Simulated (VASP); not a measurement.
# BiTe (R-3m) in VASP: a series of runs

The runs below take BiTe through single point, with PBE.

Program: VASP 6.6.1. These are calculated values, not measurements. Logs are shortened: lines on timing, memory, paths and dates and some standing lists are left out, and cuts for length are marked.

### Step 1. The cell of the first run

The structure is trigonal, space group R-3m (No. 166). The conventional cell has a = 4.918 Å, b = 4.918 Å, c = 9.952 Å, α = 90.00°, β = 90.00°, γ = 120.00°. Bi (site symmetry -3m) has 6 Te at 3.29 Å within 4.3 Å. Te (site symmetry -3m) has 6 Bi at 3.29 Å within 4.3 Å.

### Step 2. Single point, PBE (strain +0.015 along x and y, +0.000 along z)

File INCAR:

```
PREC = Accurate
ENCUT = 520
EDIFF = 1E-6
ISMEAR = 0
SIGMA = 0.15
LREAL = F
LASPH = T
NELM = 80
ALGO = Normal
ISIF = 2
LWAVE = F
LCHARG = F
GGA = PE
NBANDS = 18
```

File KPOINTS:

```
Automatic mesh
0
Gamma
  12 12 12
```

File POSCAR:

```
BiTe
1.0
    2.4590483894      1.4197322496      3.3172919545
   -2.4590483894      1.4197322496      3.3172919545
    0.0000000000     -2.8394644991      3.3172919545
Bi Te
1 1
Direct
    0.5000000000      0.5000000000      0.5000000000
    0.0000000000      0.0000000000      0.0000000000
```

Potentials or basis: VASP PAW PBE potentials, release 64 (Bi_d, Te).

Run with:

```sh
$ cat potpaw_PBE.64/Bi_d/POTCAR potpaw_PBE.64/Te/POTCAR > POTCAR
$ mpirun -np 1 vasp_std > vasp.out
```

OUTCAR:

```text
PREC = Accurate
   ENCUT = 520
   EDIFF = 1E-6
   ISMEAR = 0
   LREAL = F
   LASPH = T
   NELM = 80
   ISIF = 2
   GGA = PE

 ion  position               nearest neighbor table
   1  0.500  0.500  0.500-   2 3.29   2 3.29   2 3.29   2 3.29   2 3.29   2 3.29
   2  0.000  0.000  0.000-   1 3.29   1 3.29   1 3.29   1 3.29   1 3.29   1 3.29

  LATTYP: Found a trigonal (rhomboedric) cell.
 ALAT       =     4.3665758385
 COS(alpha) =     0.3657183741

  Lattice vectors:

 A1 = (   2.4590483894,   1.4197322496,   3.3172919545)
 A2 = (  -2.4590483894,   1.4197322496,   3.3172919545)
 A3 = (   0.0000000000,  -2.8394644991,   3.3172919545)

Analysis of symmetry for initial positions (statically):
=====================================================================
 Subroutine PRICEL returns:
 Original cell was already a primitive cell.

 Routine SETGRP: Setting up the symmetry group for a
 trigonal (rhombohedral) supercell.

 Subroutine GETGRP returns: Found 12 space group operations
 (whereof 12 operations were pure point group operations)
 out of a pool of 12 trial point group operations.

The static configuration has the point symmetry D_3d.

Analysis of symmetry for dynamics (positions and initial velocities):
=====================================================================
 Subroutine PRICEL returns:
 Original cell was already a primitive cell.

 Routine SETGRP: Setting up the symmetry group for a
 trigonal (rhombohedral) supercell.

 Subroutine GETGRP returns: Found 12 space group operations
 (whereof 12 operations were pure point group operations)
 out of a pool of 12 trial point group operations.

The dynamic configuration has the point symmetry D_3d.

 Subroutine INISYM returns: Found 12 space group operations
 (whereof 12 operations are pure point group operations),
 and found     1 'primitive' translations

----------------------------------------------------------------------------------------

                                     Primitive cell

  volume of cell :      69.4878

  direct lattice vectors                    reciprocal lattice vectors
     2.459048389  1.419732250  3.317291954     0.203330688  0.117393027  0.100483568
    -2.459048389  1.419732250  3.317291954    -0.203330688  0.117393027  0.100483568
[... 74 lines left out ...]
   NGXF,Y,Z  is equivalent  to a cutoff of  24.37, 24.37, 24.37 a.u.
 SYSTEM =  unknown system
   PREC   = accura    normal or accurate (medium, high low for compatibility)
   ISTART =      0    job   : 0-new  1-cont  2-samecut
   ICHARG =      2    charge: 1-file 2-atom 10-const
   ISPIN  =      1    spin polarized calculation?
   LNONCOLLINEAR =      F non collinear calculations
   LSORBIT =      F    spin-orbit coupling
   LASPH  =      T    aspherical Exc in radial PAW
   ENCUT  =  520.0 eV  38.22 Ry    6.18 a.u.   8.12  8.12  8.12*2*pi/ulx,y,z
   NELM   =     80;   NELMIN=  2; NELMDL= -5     # of ELM steps
   EDIFF  = 0.1E-05   stopping-criterion for ELM
   LREAL  =      F    real-space projection
   EDIFFG = 0.1E-04   stopping-criterion for IOM
   NSW    =      0    number of steps for IOM
   IBRION =     -1    ionic relax: 0-MD 1-quasi-New 2-CG
   NFREE  =      0    steps in history (QN), initial steepest desc. (CG)
   ISIF   =      2    stress and relaxation
   ISYM   =      2    0-nonsym 1-usesym 2-fastsym
   POTIM  = 0.5000    time-step for ionic-motion
   TEBEG  =    0.0;   TEEND  =   0.0 temperature during run
   PSTRESS=    0.0 pullay stress
   NELECT =      21.0000    total number of electrons
   NUPDOWN=      -1.0000    fix difference up-down
   EMIN   =  10.00;   EMAX   =-10.00  energy-range for DOS
   EFERMI =   0.00;   METHOD = LEGACY
   ISMEAR =     0;   SIGMA  =   0.15  broadening in eV -4-tet -1-fermi 0-gaus
   EFERMI_NEDOS =   21; number of points for ismear=-14 and -15
   IALGO  =     38    algorithm
   IMIX   =      4    mixing-type and parameters
     AMIX     =   0.40;   BMIX     =  1.00
     AMIX_MAG =   1.60;   BMIX_MAG =  1.00
  volume/ion in A,a.u.               =      34.74       234.46
  Fermi-wavevector in a.u.,A,eV,Ry     =   1.098614  2.076079 16.421587  1.206953
  Thomas-Fermi vector in A             =   2.234994
   LORBIT       =      0    0 simple, 1 ext, 2 COOP (PROOUT), +10 PAW based schemes
   GGA     = PE    functional components
   LHFCALC =     F    Hartree Fock is set to
   AEXX    =    0.0000 exact exchange contribution
   IVDW    =     0    specifies the selected vdW correction
   LEPSILON=     F    determine dielectric tensor
   LRPA    =     F    only Hartree local field effects (RPA)
 non-spin polarized calculation
 Gauss-broadening in eV      SIGMA  =   0.15
  energy-cutoff  :      520.00
  volume of cell :       69.49
 maximum number of plane-waves:      1886
   NGX = 17   NGY = 17   NGZ = 17

 number of electron      20.9999994 magnetization

 Free energy of the ion-electron system (eV)
  ---------------------------------------------------
  ext. energy  EPLUGINS =         0.00000000
  ---------------------------------------------------
  free energy    TOTEN  =        -7.17703991 eV

  energy without entropy =       -7.16228467  energy(sigma->0) =       -7.16966229

 E-fermi :   6.3045     XC(G=0):  -9.3482

 val. band max:        6.2888406420   @ k =   0.2500   0.1667   0.1667
 cond. band min:       6.3088391198   @ k =  -0.4167   0.1667   0.0000
 fundamental gap:      0.0199984778
 Fermi energy:         6.3045120227

 k-point     1 :       0.0000    0.0000    0.0000
  band No.  band energies     occupation
      1     -16.9145      2.00000
      2     -16.9145      2.00000
      3     -16.9022      2.00000
      4     -16.9022      2.00000
      5     -16.8898      2.00000
      6      -6.9595      2.00000
[... 481 lines left out ...]
      5     -16.8867      2.00000
      6      -5.1441      2.00000
[... 10 lines left out ...]
     17      15.2252      0.00000
     18      16.0565      0.00000

 [... further k-points ...]
[... 5 lines left out ...]
  --------------------------------------------------------------------------------------
  -------------------------------------------------------------------------------------
  Total       -0.7845560     -0.7845560     -0.4541027     -0.0000000     -0.0000000      0.0000000
  in kB      -18.0894791    -18.0894791    -10.4702304     -0.0000000     -0.0000000      0.0000000
  external PRESSURE =     -15.5497295 kB  Pullay stress =       0.0000000 kB

 VOLUME and BASIS-vectors are now :
 -----------------------------------------------------------------------------
  energy-cutoff  :      520.00
  volume of cell :       69.49
      direct lattice vectors                 reciprocal lattice vectors
     2.459048389  1.419732250  3.317291954     0.203330688  0.117393027  0.100483568
    -2.459048389  1.419732250  3.317291954    -0.203330688  0.117393027  0.100483568
     0.000000000 -2.839464499  3.317291954     0.000000000 -0.234786055  0.100483568

 POSITION                                       TOTAL-FORCE (eV/Angst)
 -----------------------------------------------------------------------------------
      0.00000      0.00000      4.97594        -0.000000     -0.000000      0.000000
      0.00000      0.00000      0.00000         0.000000      0.000000     -0.000000
 -----------------------------------------------------------------------------------
    total drift:                               -0.000000      0.000000     -0.000000

  FREE ENERGIE OF THE ION-ELECTRON SYSTEM (eV)
  ---------------------------------------------------
  free  energy   TOTEN  =        -7.1770399060 eV

  energy  without entropy=       -7.1622846660  energy(sigma->0) =       -7.16966229
```

stdout:

```text
POSCAR found type information on POSCAR BiTe
 POSCAR found :  2 types and       2 ions
 scaLAPACK will be used
 LDA part: xc-table for (Slater+PW92), standard interpolation
 POSCAR, INCAR and KPOINTS ok, starting setup
 FFT: planning ... GRIDC
 FFT: planning ... GRID_SOFT
 FFT: planning ... GRID
 WAVECAR not read
 entering main loop
```

Run time: 78 s. Hardware: 1 thread of AMD EPYC 9R45 (Zen 5), shared host; peak memory 0.33 GiB.

What came out:

| Quantity | Value |
| --- | --- |
| Free energy | -7.1770 eV |
| Pressure | -1.6 GPa |

Caveat: the cell differs from its parent crystal (strain +0.015 along x and y, +0.000 along z); spin-orbit coupling is left out, which moves the levels of the heavy elements.

### Step 3. Single point, PBE (strain +0.030 along x and y, -0.015 along z)

File INCAR:

```
SYSTEM = BiTe
ALGO     = Normal         ! electronic algorithm
EDIFF    = 1E-6           ! SCF threshold, eV
ENCUT    = 520            ! plane-wave cutoff, eV
GGA      = PE             ! functional
ISIF     = 2              ! what is computed and relaxed
ISMEAR   = 0              ! smearing method
LASPH    = .TRUE.         ! aspherical terms in the spheres
LCHARG   = .FALSE.        ! write CHGCAR
LREAL    = .FALSE.        ! projectors in reciprocal space
LWAVE    = .FALSE.        ! write WAVECAR
NBANDS   = 18             ! bands
NELM     = 80             ! most SCF steps
PREC     = Accurate       ! precision mode
SIGMA    = 0.15           ! smearing width, eV
```

File KPOINTS:

```
k-points
0
G
  12 12 12
  0 0 0
```

File POSCAR:

```
BiTe
1.0
    2.4953890060      1.4407135143      3.2675325752
   -2.4953890060      1.4407135143      3.2675325752
    0.0000000000     -2.8814270287      3.2675325752
Bi Te
1 1
Direct
    0.5000000000      0.5000000000      0.5000000000
    0.0000000000      0.0000000000      0.0000000000
```

Potentials or basis: VASP PAW PBE potentials, release 64 (Bi_d, Te).

Run with:

```sh
$ cat potpaw_PBE.64/Bi_d/POTCAR potpaw_PBE.64/Te/POTCAR > POTCAR
$ mpirun -np 1 vasp_std > vasp.out
```

OUTCAR:

```text
SYSTEM = BiTe
   EDIFF = 1E-6
   ENCUT = 520
   GGA = PE
   ISIF = 2
   ISMEAR = 0
   LASPH = .TRUE.
   LREAL = .FALSE.
   NELM = 80
   PREC = Accurate

 ion  position               nearest neighbor table
   1  0.500  0.500  0.500-   2 3.31   2 3.31   2 3.31   2 3.31   2 3.31   2 3.31
   2  0.000  0.000  0.000-   1 3.31   1 3.31   1 3.31   1 3.31   1 3.31   1 3.31

  LATTYP: Found a trigonal (rhomboedric) cell.
 ALAT       =     4.3565342707
 COS(alpha) =     0.3438181088

  Lattice vectors:

 A1 = (   2.4953890060,   1.4407135143,   3.2675325752)
 A2 = (  -2.4953890060,   1.4407135143,   3.2675325752)
 A3 = (   0.0000000000,  -2.8814270287,   3.2675325752)

Analysis of symmetry for initial positions (statically):
=====================================================================
 Subroutine PRICEL returns:
 Original cell was already a primitive cell.

 Routine SETGRP: Setting up the symmetry group for a
 trigonal (rhombohedral) supercell.

 Subroutine GETGRP returns: Found 12 space group operations
 (whereof 12 operations were pure point group operations)
 out of a pool of 12 trial point group operations.

The static configuration has the point symmetry D_3d.

Analysis of symmetry for dynamics (positions and initial velocities):
=====================================================================
 Subroutine PRICEL returns:
 Original cell was already a primitive cell.

 Routine SETGRP: Setting up the symmetry group for a
 trigonal (rhombohedral) supercell.

 Subroutine GETGRP returns: Found 12 space group operations
 (whereof 12 operations were pure point group operations)
 out of a pool of 12 trial point group operations.

The dynamic configuration has the point symmetry D_3d.

 Subroutine INISYM returns: Found 12 space group operations
 (whereof 12 operations are pure point group operations),
[... 104 lines left out ...]
   POTIM  = 0.5000    time-step for ionic-motion
   TEBEG  =    0.0;   TEEND  =   0.0 temperature during run
   PSTRESS=    0.0 pullay stress
   NELECT =      21.0000    total number of electrons
   NUPDOWN=      -1.0000    fix difference up-down
   EMIN   =  10.00;   EMAX   =-10.00  energy-range for DOS
   EFERMI =   0.00;   METHOD = LEGACY
   ISMEAR =     0;   SIGMA  =   0.15  broadening in eV -4-tet -1-fermi 0-gaus
   EFERMI_NEDOS =   21; number of points for ismear=-14 and -15
   IALGO  =     38    algorithm
   IMIX   =      4    mixing-type and parameters
     AMIX     =   0.40;   BMIX     =  1.00
     AMIX_MAG =   1.60;   BMIX_MAG =  1.00
  volume/ion in A,a.u.               =      35.24       237.82
  Fermi-wavevector in a.u.,A,eV,Ry     =   1.093416  2.066257 16.266573  1.195559
  Thomas-Fermi vector in A             =   2.229701
   LORBIT       =      0    0 simple, 1 ext, 2 COOP (PROOUT), +10 PAW based schemes
   GGA     = PE    functional components
   LHFCALC =     F    Hartree Fock is set to
   AEXX    =    0.0000 exact exchange contribution
   IVDW    =     0    specifies the selected vdW correction
   LEPSILON=     F    determine dielectric tensor
   LRPA    =     F    only Hartree local field effects (RPA)
 non-spin polarized calculation
 Gauss-broadening in eV      SIGMA  =   0.15
  energy-cutoff  :      520.00
  volume of cell :       70.48
 maximum number of plane-waves:      1920
   NGX = 17   NGY = 17   NGZ = 17

 number of electron      20.9999997 magnetization

 Free energy of the ion-electron system (eV)
  ---------------------------------------------------
  ext. energy  EPLUGINS =         0.00000000
  ---------------------------------------------------
  free energy    TOTEN  =        -7.15470432 eV

  energy without entropy =       -7.14031617  energy(sigma->0) =       -7.14751024

 E-fermi :   6.1091     XC(G=0):  -9.2936

 val. band max:        6.1027894966   @ k =  -0.4167   0.1667   0.0000
 cond. band min:       6.1146512852   @ k =  -0.4167   0.1667   0.1667
 fundamental gap:      0.0118617886
 Fermi energy:         6.1091198687

 k-point     1 :       0.0000    0.0000    0.0000
  band No.  band energies     occupation
      1     -17.1019      2.00000
      2     -17.1019      2.00000
      3     -17.0876      2.00000
      4     -17.0876      2.00000
      5     -17.0748      2.00000
      6      -7.0178      2.00000
[... 481 lines left out ...]
      5     -17.0725      2.00000
      6      -5.2569      2.00000
[... 10 lines left out ...]
     17      14.8764      0.00000
     18      16.1001      0.00000

 [... further k-points ...]
[... 5 lines left out ...]
  --------------------------------------------------------------------------------------
  -------------------------------------------------------------------------------------
  Total       -1.2900156     -1.2900156     -0.5730059      0.0000000      0.0000000      0.0000000
  in kB      -29.3236811    -29.3236811    -13.0251464      0.0000000      0.0000000      0.0000000
  external PRESSURE =     -23.8908362 kB  Pullay stress =       0.0000000 kB

 VOLUME and BASIS-vectors are now :
 -----------------------------------------------------------------------------
  energy-cutoff  :      520.00
  volume of cell :       70.48
      direct lattice vectors                 reciprocal lattice vectors
     2.495389006  1.440713514  3.267532575     0.200369561  0.115683420  0.102013775
    -2.495389006  1.440713514  3.267532575    -0.200369561  0.115683420  0.102013775
     0.000000000 -2.881427029  3.267532575     0.000000000 -0.231366840  0.102013775

 POSITION                                       TOTAL-FORCE (eV/Angst)
 -----------------------------------------------------------------------------------
      0.00000     -0.00000      4.90130         0.000000      0.000000      0.000000
      0.00000      0.00000      0.00000         0.000000     -0.000000     -0.000000
 -----------------------------------------------------------------------------------
    total drift:                               -0.000000      0.000000     -0.000000

  FREE ENERGIE OF THE ION-ELECTRON SYSTEM (eV)
  ---------------------------------------------------
  free  energy   TOTEN  =        -7.1547043191 eV

  energy  without entropy=       -7.1403161660  energy(sigma->0) =       -7.14751024
```

Run time: 80 s. Hardware: 1 thread of AMD EPYC 9R45 (Zen 5), shared host; peak memory 0.33 GiB.

What came out:

| Item | Value |
| --- | --- |
| Free energy | -7.1547 eV |
| Pressure | -2.4 GPa |

Caveat: the cell differs from its parent crystal (strain +0.030 along x and y, -0.015 along z); spin-orbit coupling is left out, which moves the levels of the heavy elements.

[end of part 1 of 2]
